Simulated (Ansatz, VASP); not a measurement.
Ta2AlN2 in VASP and in Ansatz

```
CELL_PARAMETERS angstrom
2.90654 -3.02773 0.00000
2.90654 3.02773 0.00000
0.00000 0.00000 4.52946
ATOMIC_POSITIONS crystal
Ta 0.00000 0.00000 0.00000
Ta 0.50000 0.50000 0.00000
Al 0.50000 0.50000 0.50000
N 0.20696 0.79304 0.50000
N 0.79304 0.20696 0.50000
```

Alike in both runs: task relaxation of cell and atoms; functional PBE; k mesh 4 × 4 × 4; occupations gaussian, width 0.1 eV; no spin polarisation.

|  | VASP | Ansatz |
| --- | --- | --- |
| version | VASP 6.6.1 | Ansatz 0.2.0 |
| potentials or method | VASP PAW PBE potentials, release 64 (Ta_pv, Al, N), cutoff 600 eV | scalar-relativistic, plane waves, PAW |
| valence electrons in the cell | 35 | 39 |

VASP gave:

| Item | Value |
| --- | --- |
| gap on the k mesh at the Fermi level, each at its own relaxed structure (eV) | none |
| relaxed volume (Å³/atom) | 15.49 |
| relaxed length of the cell vector where the two differ most in proportion (Å) | 5.262 |

What did Ansatz give for the same quantities?

gap on the k mesh at the Fermi level, each at its own relaxed structure (eV): none; relaxed volume (Å³/atom): 15.58; relaxed length of the cell vector where the two differ most in proportion (Å): 5.273.

A gap of «none» marks a metal or a gap that the smearing closes. VASP's potentials hold 35 valence electrons a cell and Ansatz's 39, so a difference there can come from the potentials and not from the codes.

The k mesh is coarse, so the values compare programs but aren't converged. Neither program's run includes spin-orbit coupling.
